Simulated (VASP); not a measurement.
TiAl: single point with PBE

Crystal: TiAl.

```
Ti Al
1.0
     3.13610    0.00000    0.00000
     0.00000    3.13610    0.00000
     0.00000    0.00000    3.13610
Ti Al
1 1
Direct
  0.00000 0.00000 0.00000
  0.50000 0.50000 0.50000
```

This cell differs from its parent crystal: volume scaled by 0.96.

```
Program                : VASP 6.6.1
Task                   : single point
Functional             : PBE
Potentials or basis    : VASP PAW PBE potentials, release 64 (Ti_sv, Al)
Cutoff                 : 520 eV
k mesh                 : 8 × 8 × 8
Occupations            : fermi-dirac, width 0.05 eV
Spin                   : no spin polarisation
Dipole correction      : no
Further INCAR settings : ALGO = Fast; EDIFF = 1e-07; NBANDS = 14
```

```
Pressure : 5.9 GPa
```

Levels at points of the mesh, in eV from the Fermi level:
```csv
k point,band 4,band 5,band 6,band 7,band 8,band 9,band 10,band 11
"(0.00, 0.00, 0.00)",-33.01,-9.46,-1.54,-1.54,1.90,1.90,1.90,4.61
"(0.50, 0.00, 0.00)",-33.00,-6.10,-5.31,-0.59,0.16,0.16,2.12,3.16
"(0.50, 0.50, 0.00)",-32.98,-5.13,-2.12,-2.12,-1.52,0.73,0.73,2.88
"(0.50, 0.50, 0.50)",-33.16,-3.22,-3.22,-3.22,0.87,2.95,2.95,3.03
```

It took 10 s on 1 thread of Intel(R) Xeon(R) 6975P-C (Granite Rapids), on a shared host, peak memory 0.14 GiB.
